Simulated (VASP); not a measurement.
# CdHgS2 (P4/mmm) in VASP: a series of runs

Runs on CdHgS2. Level: PBE. Tasks: single point, relaxation of cell and atoms.

All numbers are computed with VASP 6.6.1; they aren't measurements. Logs are shortened: lines on timing, memory, paths and dates and some standing lists are left out, and cuts for length are marked.

## Step 1: The cell of the first run

The structure is tetragonal, space group P4/mmm (No. 123). Conventional cell: a = 5.046 Å, b = 5.046 Å, c = 3.590 Å, α = 90.00°, β = 90.00°, γ = 90.00°. Cd (site symmetry 4/mmm) has 8 S at 3.10 Å and 2 Cd at 3.59 Å and 8 Hg at 3.99 Å within 4.1 Å. Within 3.3 Å of Hg (site symmetry 4/mmm) lie 4 S at 2.52 Å. S (site symmetry mmm) has 2 Hg at 2.52 Å and 4 Cd at 3.10 Å within 3.3 Å.

## Step 2: Single point, PBE

INCAR reads:

```
PREC = Accurate ; ENCUT = 540
EDIFF = 1E-6 ; ISMEAR = 0
SIGMA = 0.1 ; LREAL = False
LASPH = True ; NELM = 120
ALGO = Normal ; ISIF = 2
LWAVE = False ; LCHARG = False
GGA = PE ; NBANDS = 34
GGA_COMPAT = False
```

KPOINTS reads:

```
Automatic mesh
0
Gamma
  10 10 14
```

POSCAR reads:

```
CdHgS2
1.0
    5.0456181070      0.0000000000      0.0000000000
    0.0000000000      5.0456181070      0.0000000000
    0.0000000000      0.0000000000      3.5895552535
Cd Hg S
1 1 2
Direct
    0.5000000000      0.5000000000      0.5000000000
    0.0000000000      0.0000000000      0.0000000000
    0.5000000000      0.0000000000      0.0000000000
    0.0000000000      0.5000000000      0.0000000000
```

Potentials or basis: VASP PAW PBE potentials, release 64 (Cd_sv_GW, Hg_sv_GW, S).

Run with:

```bash
cat potpaw_PBE.64/Cd_sv_GW/POTCAR potpaw_PBE.64/Hg_sv_GW/POTCAR potpaw_PBE.64/S/POTCAR > POTCAR
mpirun -np 1 vasp_std > vasp.out
```

OUTCAR:

```text
PREC = Accurate
   ENCUT = 540
   EDIFF = 1E-6
   ISMEAR = 0
   LREAL = False
   LASPH = True
   NELM = 120
   ISIF = 2
   GGA = PE

 ion  position               nearest neighbor table
   1  0.500  0.500  0.500-
   2  0.000  0.000  0.000-   3 2.52   4 2.52   4 2.52   3 2.52
   3  0.500  0.000  0.000-   2 2.52   2 2.52
   4  0.000  0.500  0.000-   2 2.52   2 2.52

  LATTYP: Found a simple tetragonal cell.
 ALAT       =     5.0456181070
 C/A-ratio  =     0.7114203210

  Lattice vectors:

 A1 = (   5.0456181070,   0.0000000000,   0.0000000000)
 A2 = (   0.0000000000,   5.0456181070,   0.0000000000)
 A3 = (   0.0000000000,   0.0000000000,   3.5895552535)

Analysis of symmetry for initial positions (statically):
=====================================================================
 Subroutine PRICEL returns:
 Original cell was already a primitive cell.

 Routine SETGRP: Setting up the symmetry group for a
 simple tetragonal supercell.

 Subroutine GETGRP returns: Found 16 space group operations
 (whereof 16 operations were pure point group operations)
 out of a pool of 16 trial point group operations.

The static configuration has the point symmetry D_4h.

Analysis of symmetry for dynamics (positions and initial velocities):
=====================================================================
 Subroutine PRICEL returns:
 Original cell was already a primitive cell.

 Routine SETGRP: Setting up the symmetry group for a
 simple tetragonal supercell.

 Subroutine GETGRP returns: Found 16 space group operations
 (whereof 16 operations were pure point group operations)
 out of a pool of 16 trial point group operations.

The dynamic configuration has the point symmetry D_4h.

 Subroutine INISYM returns: Found 16 space group operations
 (whereof 16 operations are pure point group operations),
 and found     1 'primitive' translations

----------------------------------------------------------------------------------------

                                     Primitive cell

  volume of cell :      91.3838

  direct lattice vectors                    reciprocal lattice vectors
[... 86 lines left out ...]
   LNONCOLLINEAR =      F non collinear calculations
   LSORBIT =      F    spin-orbit coupling
   LASPH  =      T    aspherical Exc in radial PAW
   ENCUT  =  540.0 eV  39.69 Ry    6.30 a.u.   9.56  9.56  6.80*2*pi/ulx,y,z
   NELM   =    120;   NELMIN=  2; NELMDL= -5     # of ELM steps
   EDIFF  = 0.1E-05   stopping-criterion for ELM
   LREAL  =      F    real-space projection
   EDIFFG = 0.1E-04   stopping-criterion for IOM
   NSW    =      0    number of steps for IOM
   IBRION =     -1    ionic relax: 0-MD 1-quasi-New 2-CG
   NFREE  =      0    steps in history (QN), initial steepest desc. (CG)
   ISIF   =      2    stress and relaxation
   ISYM   =      2    0-nonsym 1-usesym 2-fastsym
   POTIM  = 0.5000    time-step for ionic-motion
   TEBEG  =    0.0;   TEEND  =   0.0 temperature during run
   PSTRESS=    0.0 pullay stress
   NELECT =      52.0000    total number of electrons
   NUPDOWN=      -1.0000    fix difference up-down
   EMIN   =  10.00;   EMAX   =-10.00  energy-range for DOS
   EFERMI =   0.00;   METHOD = LEGACY
   ISMEAR =     0;   SIGMA  =   0.10  broadening in eV -4-tet -1-fermi 0-gaus
   EFERMI_NEDOS =   21; number of points for ismear=-14 and -15
   IALGO  =     38    algorithm
   IMIX   =      4    mixing-type and parameters
     AMIX     =   0.40;   BMIX     =  1.00
     AMIX_MAG =   1.60;   BMIX_MAG =  1.00
  volume/ion in A,a.u.               =      22.85       154.17
  Fermi-wavevector in a.u.,A,eV,Ry     =   1.356603  2.563608 25.039782  1.840372
  Thomas-Fermi vector in A             =   2.483592
   LORBIT       =      0    0 simple, 1 ext, 2 COOP (PROOUT), +10 PAW based schemes
   GGA     = PE    functional components
   LHFCALC =     F    Hartree Fock is set to
   AEXX    =    0.0000 exact exchange contribution
   IVDW    =     0    specifies the selected vdW correction
   LEPSILON=     F    determine dielectric tensor
   LRPA    =     F    only Hartree local field effects (RPA)
 non-spin polarized calculation
 Gauss-broadening in eV      SIGMA  =   0.10
  energy-cutoff  :      540.00
  volume of cell :       91.38
 maximum number of plane-waves:      2634
 NGX is ok and might be reduce to    40
   NGX = 19   NGY = 19   NGZ = 13

 number of electron      51.9999977 magnetization

 Free energy of the ion-electron system (eV)
  ---------------------------------------------------
  ext. energy  EPLUGINS =         0.00000000
  ---------------------------------------------------
  free energy    TOTEN  =        -8.81535605 eV

  energy without entropy =       -8.80783379  energy(sigma->0) =       -8.81159492

 E-fermi :   4.5115     XC(G=0): -10.1280

 val. band max:        4.5065422110   @ k =   0.1000   0.1000   0.0000
 cond. band min:       4.5350829979   @ k =   0.3000   0.3000   0.4286
 fundamental gap:      0.0285407869
 Fermi energy:         4.5114976443

 k-point     1 :       0.0000    0.0000    0.0000
  band No.  band energies     occupation
      1    -110.6350      2.00000
      2     -97.7717      2.00000
      3     -58.9937      2.00000
      4     -58.9937      2.00000
      5     -58.9530      2.00000
      6     -58.8436      2.00000
[... 877 lines left out ...]
     33      13.2833      0.00000
     34      13.5937      0.00000

 [... further k-points ...]

------------------------ aborting loop because EDIFF is reached ----------------------------------------

  FORCE on cell =-STRESS in cart. coord.  units (eV):
  Direction    XX          YY          ZZ          XY          YZ          ZX
  --------------------------------------------------------------------------------------
  -------------------------------------------------------------------------------------
  Total       -0.4378835     -0.4378835     -0.3905122      0.0000000      0.0000000      0.0000000
  in kB       -7.6771462     -7.6771462     -6.8466140      0.0000000      0.0000000      0.0000000
  external PRESSURE =      -7.4003021 kB  Pullay stress =       0.0000000 kB

 VOLUME and BASIS-vectors are now :
 -----------------------------------------------------------------------------
  energy-cutoff  :      540.00
  volume of cell :       91.38
      direct lattice vectors                 reciprocal lattice vectors
     5.045618107  0.000000000  0.000000000     0.198191773  0.000000000  0.000000000
     0.000000000  5.045618107  0.000000000     0.000000000  0.198191773  0.000000000
     0.000000000  0.000000000  3.589555253     0.000000000  0.000000000  0.278586045

 POSITION                                       TOTAL-FORCE (eV/Angst)
 -----------------------------------------------------------------------------------
      2.52281      2.52281      1.79478         0.000000      0.000000      0.000000
      0.00000      0.00000      0.00000         0.000000      0.000000      0.000000
      2.52281      0.00000      0.00000         0.000000      0.000000      0.000000
      0.00000      2.52281      0.00000         0.000000      0.000000      0.000000
 -----------------------------------------------------------------------------------
    total drift:                               -0.000000      0.000000     -0.000000

  FREE ENERGIE OF THE ION-ELECTRON SYSTEM (eV)
  ---------------------------------------------------
  free  energy   TOTEN  =        -8.8153560540 eV

  energy  without entropy=       -8.8078337865  energy(sigma->0) =       -8.81159492
```

stdout:

```text
POSCAR found type information on POSCAR CdHgS
 POSCAR found :  3 types and       4 ions
 scaLAPACK will be used
 LDA part: xc-table for (Slater+PW92), standard interpolation
 POSCAR, INCAR and KPOINTS ok, starting setup
 FFT: planning ... GRIDC
 FFT: planning ... GRID_SOFT
 FFT: planning ... GRID
 WAVECAR not read
 entering main loop
```

Wall time 4.3 min (1 thread of Intel Xeon 6975P-C (Granite Rapids), shared host); peak memory 0.74 GiB.

Results:

| Property | Result |
| --- | --- |
| Free energy | -8.8154 eV |
| Pressure | -0.7 GPa |
| Band gap on the k mesh | zero (bands 26 and 27 overlap by 2.50 eV) |

Stress tensor (GPa, compression positive):
```
-0.77  0.00  0.00
 0.00 -0.77  0.00
 0.00  0.00 -0.68
```

Caveat: spin-orbit coupling is left out, which moves the levels of the heavy elements.

## Step 3: Relaxation of cell and atoms, PBE

This run uses another cell than the first one, of 20.12 Å³/atom.

INCAR reads:

```
ALGO     = Normal         # electronic algorithm
EDIFF    = 1E-6           # SCF threshold, eV
EDIFFG   = -0.04          # ionic threshold
ENCUT    = 600            # plane-wave cutoff, eV
GGA      = PE             # functional
IBRION   = 2              # ionic algorithm
ISIF     = 3              # what is computed and relaxed
ISMEAR   = 0              # smearing method
LASPH    = True           # aspherical terms in the spheres
LCHARG   = False          # write CHGCAR
LREAL    = False          # projectors in reciprocal space
LWAVE    = False          # write WAVECAR
NELM     = 80             # most SCF steps
NSW      = 90             # ionic steps
PREC     = Accurate       # precision mode
SIGMA    = 0.1            # smearing width, eV
```

KPOINTS reads:

```
k-points
0
Gamma
  4 4 6
```

POSCAR reads:

```
CdHgS2
1.0
    5.4944732400      0.0000000000      0.0000000000
    0.0000000000      5.4944732400      0.0000000000
    0.0000000000      0.0000000000      2.6656082100
Cd Hg S
1 1 2
Direct
    0.5000000000      0.5000000000      0.5000000000
    0.0000000000      0.0000000000      0.0000000000
    0.5000000000      0.0000000000      0.0000000000
    0.0000000000      0.5000000000      0.0000000000
```

Potentials or basis: VASP PAW PBE potentials, release 64 (Cd, Hg, S).

Run with:

```bash
cat potpaw_PBE.64/Cd/POTCAR potpaw_PBE.64/Hg/POTCAR potpaw_PBE.64/S/POTCAR > POTCAR
mpirun -np 1 vasp_std > vasp.out
```

It took 11 min on 1 thread of Intel Xeon 8259CL, shared host; peak memory 0.28 GiB.

It converged, with:

| Property | Result |
| --- | --- |
| Free energy | -8.6478 eV |
| Relaxed volume | 22.32 Å³/atom |
| Relaxed cell | a = 5.154 Å, b = 5.154 Å, c = 3.361 Å, α = 90.00°, β = 90.00°, γ = 90.00° |
| Space group after relaxing (to 0.1 Å) | P4/mmm (No. 123) |
| Energy gained by relaxing | 183.1 meV/atom |
| Ionic steps | 15 |
| Pressure after relaxing | 0.1 GPa |
| Band gap on the k mesh | zero (bands 18 and 19 overlap by 2.08 eV) |

Stress tensor (GPa, compression positive):
```
0.05 0.00 0.00
0.00 0.05 0.00
0.00 0.00 0.15
```

The path:
| step | energy change (eV) | largest force (eV/Å) | pressure (GPa) | volume (Å³) |
| --- | --- | --- | --- | --- |
| 1 | 0.0000 | 0.0000 | 7.02 | 80.47 |
| 2 | -0.4147 | 0.0000 | -2.88 | 90.95 |
| 3 | -0.4047 | 0.0000 | -4.70 | 94.66 |
| 4 | -0.4177 | 0.0000 | -3.66 | 92.40 |
| 5 | -0.6473 | 0.0000 | -1.87 | 89.15 |
| 6 | -0.6613 | 0.0000 | -1.28 | 88.46 |
| 7 | -0.6926 | 0.0000 | 0.12 | 87.05 |
| 8 | -0.6591 | 0.0000 | 4.52 | 84.08 |
| 9 | -0.7034 | 0.0000 | 1.18 | 86.21 |
| 10 | -0.7037 | 0.0000 | 1.60 | 85.90 |
| 11 | -0.7300 | 0.0000 | 0.68 | 88.30 |
| 12 | -0.7312 | 0.0000 | 0.50 | 88.79 |
| 13 | -0.7312 | 0.0000 | 0.48 | 88.86 |
| 14 | -0.7314 | 0.0000 | -0.30 | 89.64 |
| 15 | -0.7323 | 0.0000 | 0.08 | 89.27 |

Final structure:
```
Cd Hg S
1.0
     5.15392    0.00000    0.00000
     0.00000    5.15392    0.00000
     0.00000    0.00000    3.36070
Cd Hg S
1 1 2
Direct
  0.50000 0.50000 0.50000
  0.00000 0.00000 0.00000
  0.50000 0.00000 0.00000
  0.00000 0.50000 0.00000
```

Levels at points of the mesh, in eV from the Fermi level:
```csv
k point,band 16,band 17,band 18,band 19,band 20,band 21
"(0.00, 0.00, 0.00)",-2.01,-2.01,-1.44,-0.66,0.09,6.79
"(0.50, 0.00, 0.00)",-2.71,-0.14,-0.01,1.67,2.66,4.79
"(0.50, 0.50, 0.00)",0.16,0.16,0.68,3.35,3.35,3.36
"(0.00, 0.00, 0.50)",-2.57,-1.00,-1.00,-0.36,2.05,2.44
"(0.50, 0.00, 0.50)",-2.96,-2.70,-1.23,1.25,1.85,4.01
"(0.50, 0.50, 0.50)",-3.15,-0.75,-0.60,0.50,1.02,5.97
```

Caveat: the k points lie up to 0.31 Å⁻¹ apart in the final cell, too coarse for converged energies and pressures of a metal; a cell axis changed by over 15 % at a fixed basis, so the end point is rough; spin-orbit coupling is left out, which moves the levels of the heavy elements.
